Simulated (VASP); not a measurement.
## Au: relaxation of shape and atoms at fixed volume with PBEsol

The system is Au.

```
Au
1.0
     2.63371    0.00000    0.00000
    -1.31685    2.28086    0.00000
     0.00000    0.00000    4.42416
Au
2
Direct
  0.33333 0.66667 0.25000
  0.66667 0.33333 0.75000
```

```json
{
  "Program": "VASP 6.6.1",
  "Task": "relaxation of shape and atoms at fixed volume",
  "Functional": "PBEsol",
  "Potentials or basis": "VASP PAW PBE potentials, release 64 (Au)",
  "Cutoff": "600 eV",
  "k mesh": "15 × 15 × 8",
  "Occupations": "fermi-dirac, width 0.05 eV",
  "Spin": "no spin polarisation",
  "Dipole correction": "no",
  "Further INCAR settings": "ALGO = Normal; EDIFF = 1e-06; IBRION = 2; EDIFFG = -0.005; NSW = 50; ISIF = 4"
}
```

| Property | Result |
| --- | --- |
| Energy gained by relaxing | 3.5 meV/atom |
| Ionic steps | 3 |
| Pressure after relaxing | 86.7 GPa |
| Band gap on the k mesh | zero (band 11 reaches 19.38 eV, above the bottom of band 12 at 10.87 eV) |

Step by step:
| step | energy change (eV) | largest force (eV/Å) | pressure (GPa) | volume (Å³) |
| --- | --- | --- | --- | --- |
| 1 | 0.0000 | 0.0000 | 86.95 | 26.58 |
| 2 | -0.0021 | 0.0000 | 86.71 | 26.58 |
| 3 | -0.0071 | 0.0000 | 86.69 | 26.58 |

Final structure:
```
Au
1.0
     2.64839    0.00000    0.00000
    -1.32419    2.29357    0.00000
     0.00000    0.00000    4.37526
Au
2
Direct
  0.33333 0.66667 0.25000
  0.66667 0.33333 0.75000
```

Levels at points of the mesh, in eV from the Fermi level:
| k point | band 8 | band 9 | band 10 | band 11 | band 12 | band 13 | band 14 | band 15 |
| --- | --- | --- | --- | --- | --- | --- | --- | --- |
| (0.00, 0.00, 0.00) | -4.81 | -4.81 | -2.58 | -2.58 | -2.47 | 4.32 | 13.86 | 15.63 |
| (0.00, 0.00, 0.50) | -6.31 | -3.27 | -3.27 | -3.27 | -3.27 | 12.39 | 12.39 | 14.75 |

Wall time 3.4 min on 1 thread of AMD EPYC 7571, with other jobs on the host, peak memory 0.17 GiB.

Caveat: the PAW data sets were made with another functional, which shifts forces and pressure a little; spin-orbit coupling is left out, which moves the levels of the heavy elements.
